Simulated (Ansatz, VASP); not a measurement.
## In: VASP beside Ansatz

INCAR

```
PREC = Accurate
ENCUT = 520
EDIFF = 1E-6
ISMEAR = -1
SIGMA = 0.1
LREAL = F
LASPH = T
NELM = 80
ALGO = Normal
ISIF = 2
LWAVE = F
LCHARG = F
GGA = PE
NBANDS = 34
```

KPOINTS

```
Automatic mesh
0
Gamma
  12 12 4
```

The input POSCAR:

```
In
1.0
    3.3019908333      0.0000000000      0.0000000000
   -1.6509954166      2.8596079448      0.0000000000
    0.0000000000      0.0000000000     10.7258318481
In
4
Direct
    1.0000000000      1.0000000000      0.0000000000
    1.0000000000      1.0000000000      0.5000000000
    0.3333333333      0.6666666667      0.2500000000
    0.6666666667      0.3333333333      0.7500000000
```

Input for Ansatz:

```yaml
crystal:
  lattice:
    - [3.3019908333, 0.0, 0.0]
    - [-1.6509954166, 2.8596079448, 0.0]
    - [0.0, 0.0, 10.7258318481]
  atoms:
    - { symbol: In, position: [1.0, 1.0, 0.0] }
    - { symbol: In, position: [1.0, 1.0, 0.5] }
    - { symbol: In, position: [0.3333333333, 0.6666666667, 0.25] }
    - { symbol: In, position: [0.6666666667, 0.3333333333, 0.75] }
hamiltonian:
  xc: pbe
  pseudopotentials:
    kind: paw
    azcp:
      In: "pseudopotentials/In.paw.azcp"
basis:
  ecutwfc: 420
  fft_grid_basis: typed
kpoints:
  mp_grid: { grid: [12, 12, 4], shift: [0, 0, 0] }
magnetization:
  spin_polarized: false
scf:
  occupations: { method: fermi_dirac, width: 0.1 }
  lower_state_search: "off"
output:
  stress: true
```

Alike in both runs: task single point; functional PBE; k mesh 12 × 12 × 4; occupations fermi-dirac, width 0.1 eV; no spin polarisation.

|  | VASP | Ansatz |
| --- | --- | --- |
| version | VASP 6.6.1 | Ansatz 0.2.0 |
| potentials or method | VASP PAW PBE potentials, release 64 (In_d), cutoff 520 eV | plane waves (420 eV) with PAW, scalar-relativistic |
| valence electrons in the cell | 52 | 52 |

```csv
,VASP,Ansatz,Ansatz less VASP
pressure (GPa),3.6,3.7,+0.06
"traceless stress, the component that is largest in VASP (GPa)",0.08,0.08,+0.003
```
